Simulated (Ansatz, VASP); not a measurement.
# One calculation of SiC, two programs

File POSCAR:

```
SiC
1.0
    0.0000000000      1.9957478336      2.5944721837
    1.9957478336      0.0000000000      2.5944721837
    1.9957478336      1.9957478336      0.0000000000
Si C
1 1
Direct
    0.0000000000      0.0000000000      0.0000000000
    0.7500000000      0.7500000000      0.7500000000
```

File INCAR.step1:

```
SYSTEM = SiC
ALGO = Normal
EDIFF = 1E-4
ENCUT = 520
GGA = PE
ISMEAR = 0
LASPH = .True.
LCHARG = .False.
LREAL = .False.
LWAVE = .True.
NBANDS = 11
NELM = 100
PREC = Accurate
SIGMA = 0.05
```

File INCAR.step2:

```
SYSTEM = SiC
ALGO = Normal
EDIFF = 1E-7
ENCUT = 520
ISIF = 2
ISMEAR = 0
ISTART = 1
LASPH = .True.
LCHARG = .True.
LELF = .True.
LMIXTAU = .True.
LREAL = .False.
LVHAR = .True.
LWAVE = .False.
METAGGA = R2SCAN
NBANDS = 11
NELM = 100
PREC = Accurate
SIGMA = 0.05
```

Contents of KPOINTS:

```
k-points
0
Gamma
  12 12 12
  0 0 0
```

Input for Ansatz:

```yaml
crystal:
  lattice:
    - [0.0, 1.9957478336, 2.5944721837]
    - [1.9957478336, 0.0, 2.5944721837]
    - [1.9957478336, 1.9957478336, 0.0]
  atoms:
    - { symbol: Si, position: [0.0, 0.0, 0.0] }
    - { symbol: C, position: [0.75, 0.75, 0.75] }
basis:
  ecutwfc: 500
kpoints:
  mp_grid: { grid: [12, 12, 12] }
hamiltonian:
  xc: r2scan
scf:
  occupations: { method: gaussian, width: 0.05 }
output:
  forces: true
  stress: true
  eigenvalues: true
```

Alike in both runs: task single point; functional r2SCAN; k mesh 12 × 12 × 12; occupations gaussian, width 0.05 eV; no spin polarisation.

|  | VASP | Ansatz |
| --- | --- | --- |
| version | VASP 6.6.1 | Ansatz 0.2.0 |
| potentials or method | VASP PAW PBE potentials, release 64 (Si, C), cutoff 520 eV | scalar-relativistic, plane waves, PAW |
| valence electrons in the cell | 8 | 8 |

|  | VASP | Ansatz | Ansatz less VASP |
| --- | --- | --- | --- |
| gap on the k mesh at the Fermi level (eV) | none | none | - |
| pressure (GPa) | -2.7 | -2.6 | +0.12 |
| traceless stress, the component that is largest in VASP (GPa) | -76.04 | -75.89 | +0.154 |

VASP's potentials were made for PBE, not for r2SCAN. A gap of «none» marks a metal or a gap that the smearing closes.
